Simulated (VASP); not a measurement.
# Al (Fm-3m) in VASP: notebook, part 2 of 2

VASP 6.6.1. Earlier steps stand in the parts before.

## Step 3: Relaxation of cell and atoms, PBEsol

This run uses another cell than the first one, of 16.60 Å³/atom, 1.027 times its volume.

INCAR

```
  PREC = Accurate
  ENCUT = 600
  EDIFF = 1E-6
  ISMEAR = 1
  SIGMA = 0.05
  LREAL = False
  LASPH = True
  NELM = 100
  ALGO = Normal
  ISIF = 3
  LWAVE = False
  LCHARG = False
  GGA = PS
  IBRION = 2
  NSW = 80
  EDIFFG = -0.03
```

KPOINTS

```
regular mesh
0
Gamma
  17 17 17
```

POSCAR

```
Al
1.0
    2.8635070000      0.0000000000      0.0000000000
    1.4317535000      2.4798698059      0.0000000000
    1.4317535000      0.8266232686      2.3380436750
Al
1
Direct
    0.0000000000      0.0000000000      0.0000000000
```

Potentials or basis: VASP PAW PBE potentials, release 64 (Al).

Run with:

```bash
> cat potpaw_PBE.64/Al/POTCAR > POTCAR
> mpirun -np 1 vasp_std > vasp.out
```

OUTCAR:

```text
PREC = Accurate
   ENCUT = 600
   EDIFF = 1E-6
   ISMEAR = 1
   LREAL = False
   LASPH = True
   NELM = 100
   ISIF = 3
   GGA = PS
   IBRION = 2
   NSW = 80
   EDIFFG = -0.03

 ion  position               nearest neighbor table
   1  0.000  0.000  0.000-

  LATTYP: Found a face centered cubic cell.
 ALAT       =     4.0496104353

  Lattice vectors:

 A1 = (   2.8635070000,   0.0000000000,   0.0000000000)
 A2 = (   1.4317535000,   2.4798698059,   0.0000000000)
 A3 = (   1.4317535000,   0.8266232686,   2.3380436750)

Analysis of symmetry for initial positions (statically):
=====================================================================
 Subroutine PRICEL returns:
 Original cell was already a primitive cell.

 Routine SETGRP: Setting up the symmetry group for a
 face centered cubic supercell.

 Subroutine GETGRP returns: Found 48 space group operations
 (whereof 48 operations were pure point group operations)
 out of a pool of 48 trial point group operations.

The static configuration has the point symmetry O_h .

Analysis of symmetry for dynamics (positions and initial velocities):
=====================================================================
 Subroutine PRICEL returns:
 Original cell was already a primitive cell.

 Routine SETGRP: Setting up the symmetry group for a
 face centered cubic supercell.

 Subroutine GETGRP returns: Found 48 space group operations
 (whereof 48 operations were pure point group operations)
 out of a pool of 48 trial point group operations.

The dynamic configuration has the point symmetry O_h .

 Subroutine INISYM returns: Found 48 space group operations
 (whereof 48 operations are pure point group operations),
 and found     1 'primitive' translations

----------------------------------------------------------------------------------------

                                     Primitive cell

  volume of cell :      16.6027

  direct lattice vectors                    reciprocal lattice vectors
     2.863507000  0.000000000  0.000000000     0.349222125 -0.201623488 -0.142569336
     1.431753500  2.479869806  0.000000000     0.000000000  0.403246976 -0.142569336
     1.431753500  0.826623269  2.338043675     0.000000000  0.000000000  0.427708007

  length of vectors
     2.863507000  2.863507000  2.863507000     0.427708007  0.427708007  0.427708007

  position of ions in fractional coordinates (direct lattice)
     0.000000000  0.000000000  0.000000000

  ion indices of the primitive-cell ions
   primitive index   ion index
                 1           1

----------------------------------------------------------------------------------------

 KPOINTS: regular mesh

Automatic generation of k-mesh.
 Grid dimensions read from file:
 generate k-points for:   17   17   17

 Generating k-lattice:

  Cartesian coordinates                     Fractional coordinates (reciprocal lattice)
     0.020542478 -0.011860205 -0.008386432     0.058823529  0.000000000  0.000000000
[... 40 lines left out ...]
 [... further k-points ...]
   k-points           NKPTS =    165   k-points in BZ     NKDIM =    165   number of bands    NBANDS=      5
   number of dos      NEDOS =    301   number of ions     NIONS =      1
   total plane-waves  NPLWV =  13824
   dimension x,y,z NGX =    24 NGY =   24 NGZ =   24
   dimension x,y,z NGXF=    48 NGYF=   48 NGZF=   48
   ions per type =               1
   NGX,Y,Z   is equivalent  to a cutoff of  13.93, 13.93, 13.93 a.u.
   NGXF,Y,Z  is equivalent  to a cutoff of  27.87, 27.87, 27.87 a.u.
 SYSTEM =  unknown system
   PREC   = accura    normal or accurate (medium, high low for compatibility)
   ISTART =      0    job   : 0-new  1-cont  2-samecut
   ICHARG =      2    charge: 1-file 2-atom 10-const
   ISPIN  =      1    spin polarized calculation?
   LNONCOLLINEAR =      F non collinear calculations
   LSORBIT =      F    spin-orbit coupling
   LASPH  =      T    aspherical Exc in radial PAW
   ENCUT  =  600.0 eV  44.10 Ry    6.64 a.u.   5.72  5.72  5.72*2*pi/ulx,y,z
   NELM   =    100;   NELMIN=  2; NELMDL= -5     # of ELM steps
   EDIFF  = 0.1E-05   stopping-criterion for ELM
   LREAL  =      F    real-space projection
   EDIFFG = -.3E-01   stopping-criterion for IOM
   NSW    =     80    number of steps for IOM
   IBRION =      2    ionic relax: 0-MD 1-quasi-New 2-CG
   NFREE  =      1    steps in history (QN), initial steepest desc. (CG)
   ISIF   =      3    stress and relaxation
   ISYM   =      2    0-nonsym 1-usesym 2-fastsym
   POTIM  = 0.5000    time-step for ionic-motion
   TEBEG  =    0.0;   TEEND  =   0.0 temperature during run
   PSTRESS=    0.0 pullay stress
   NELECT =       3.0000    total number of electrons
   NUPDOWN=      -1.0000    fix difference up-down
   EMIN   =  10.00;   EMAX   =-10.00  energy-range for DOS
   EFERMI =   0.00;   METHOD = LEGACY
   ISMEAR =     1;   SIGMA  =   0.05  broadening in eV -4-tet -1-fermi 0-gaus
   EFERMI_NEDOS =   21; number of points for ismear=-14 and -15
   IALGO  =     38    algorithm
   IMIX   =      4    mixing-type and parameters
     AMIX     =   0.40;   BMIX     =  1.00
     AMIX_MAG =   1.60;   BMIX_MAG =  1.00
  volume/ion in A,a.u.               =      16.60       112.04
  Fermi-wavevector in a.u.,A,eV,Ry     =   0.925526  1.748991 11.654731  0.856599
  Thomas-Fermi vector in A             =   2.051390
   LORBIT       =      0    0 simple, 1 ext, 2 COOP (PROOUT), +10 PAW based schemes
   GGA     = PS    functional components
   LHFCALC =     F    Hartree Fock is set to
   AEXX    =    0.0000 exact exchange contribution
   IVDW    =     0    specifies the selected vdW correction
   LEPSILON=     F    determine dielectric tensor
   LRPA    =     F    only Hartree local field effects (RPA)
 conjugate gradient relaxation of ions
 non-spin polarized calculation
 Methfessel and Paxton  Order N= 1 SIGMA  =   0.05
  energy-cutoff  :      600.00
  volume of cell :       16.60
 maximum number of plane-waves:       568
   NGX = 11   NGY = 11   NGZ = 11

--------------------------------------- Ionic step        1  -------------------------------------------

 number of electron       3.0000000 magnetization

 Free energy of the ion-electron system (eV)
  ---------------------------------------------------
  ext. energy  EPLUGINS =         0.00000000
  ---------------------------------------------------
  free energy    TOTEN  =        -4.09135012 eV

  energy without entropy =       -4.09124980  energy(sigma->0) =       -4.09131668

------------------------ aborting loop because EDIFF is reached ----------------------------------------

  FORCE on cell =-STRESS in cart. coord.  units (eV):
  Direction    XX          YY          ZZ          XY          YZ          ZX
  --------------------------------------------------------------------------------------
  -------------------------------------------------------------------------------------
  Total       -0.2035746     -0.2035746     -0.2035746      0.0000000      0.0000000      0.0000000
  in kB      -19.6451100    -19.6451100    -19.6451100      0.0000000      0.0000000      0.0000000
  external PRESSURE =     -19.6451100 kB  Pullay stress =       0.0000000 kB
[... 57 lines left out ...]
--------------------------------------- Ionic step        3  -------------------------------------------

 number of electron       3.0000000 magnetization

 Free energy of the ion-electron system (eV)
  ---------------------------------------------------
  ext. energy  EPLUGINS =         0.00000000
  ---------------------------------------------------
  free energy    TOTEN  =        -4.09400944 eV

  energy without entropy =       -4.09387897  energy(sigma->0) =       -4.09396595

 E-fermi :   8.1658     XC(G=0): -10.3284

 val. band max:        8.1656390253   @ k =  -0.4706   0.2941   0.1176
 cond. band min:       8.1951947761   @ k =   0.4706   0.4118   0.0000
 fundamental gap:      0.0295557508
 Fermi energy:         8.1658145236

 k-point     1 :       0.0000    0.0000    0.0000
  band No.  band energies     occupation
      1      -3.1104      2.00000
      2      20.8592      0.00000
      3      20.8592      0.00000
      4      20.8592      0.00000
      5      22.4999      0.00000
[... 177 lines left out ...]
 k-point    24 :      -0.1176    0.0588    0.0000
  band No.  band energies     occupation
      1      -2.5081      2.00000
      2      16.0652      0.00000
      3      18.1378      0.00000
      4      21.0095      0.00000
      5      23.2272      0.00000

 [... further k-points ...]

------------------------ aborting loop because EDIFF is reached ----------------------------------------

  FORCE on cell =-STRESS in cart. coord.  units (eV):
  Direction    XX          YY          ZZ          XY          YZ          ZX
  --------------------------------------------------------------------------------------
  -------------------------------------------------------------------------------------
  Total        0.0001997      0.0001997      0.0001997     -0.0000000     -0.0000000      0.0000000
  in kB        0.0197753      0.0197753      0.0197753     -0.0000000     -0.0000000      0.0000000
  external PRESSURE =       0.0197753 kB  Pullay stress =       0.0000000 kB
[... 16 lines left out ...]
  FREE ENERGIE OF THE ION-ELECTRON SYSTEM (eV)
  ---------------------------------------------------
  free  energy   TOTEN  =        -4.0940094410 eV

  energy  without entropy=       -4.0938789736  energy(sigma->0) =       -4.09396595

 reached required accuracy - stopping structural energy minimisation
```

CONTCAR:

```text
Al
   1.00000000000000
     2.8389743993899748   -0.0000000000000000    0.0000000000000000
     1.4194871996949874    2.4586239505511949    0.0000000000003029
     1.4194871996949874    0.8195413168176362    2.3180128904797890
  Al
     1
Direct
     0.0000000000000000    0.0000000000000000    1.0000000000000000

  0.00000000E+00  0.00000000E+00  0.00000000E+00
```

Wall time 13 s (1 thread of AMD EPYC 9R45 (Zen 5), shared host); peak memory 0.11 GiB.

What came out:

| Quantity | Value |
| --- | --- |
| Free energy | -4.0940 eV |
| Relaxed volume | 16.18 Å³/atom |
| Relaxed cell | a = 2.839 Å, b = 2.839 Å, c = 2.839 Å, α = 60.00°, β = 60.00°, γ = 60.00° |
| Space group after relaxing (to 0.05 Å) | Fm-3m (No. 225) |
| Energy gained by relaxing | 2.7 meV/atom |
| Ionic steps | 3 |
| Pressure after relaxing | 0.0 GPa |

The path:
| step | energy change (eV) | largest force (eV/Å) | pressure (GPa) | volume (Å³) |
| --- | --- | --- | --- | --- |
| 1 | 0.0000 | 0.0000 | -1.96 | 16.60 |
| 2 | -0.0026 | 0.0000 | 0.31 | 16.12 |
| 3 | -0.0027 | 0.0000 | 0.00 | 16.18 |

Final structure:
```
Al
1.0
     2.83897    0.00000    0.00000
     1.41949    2.45862    0.00000
     1.41949    0.81954    2.31801
Al
1
Direct
  0.00000 0.00000 0.00000
```

Levels at points of the mesh, in eV from the Fermi level:
| k point | band 1 | band 2 | band 3 | band 4 | band 5 |
| --- | --- | --- | --- | --- | --- |
| (0.00, 0.00, 0.00) | -11.28 | 12.69 | 12.69 | 12.69 | 14.33 |

Caveat: the PAW data sets were made with another functional, which shifts forces and pressure a little.
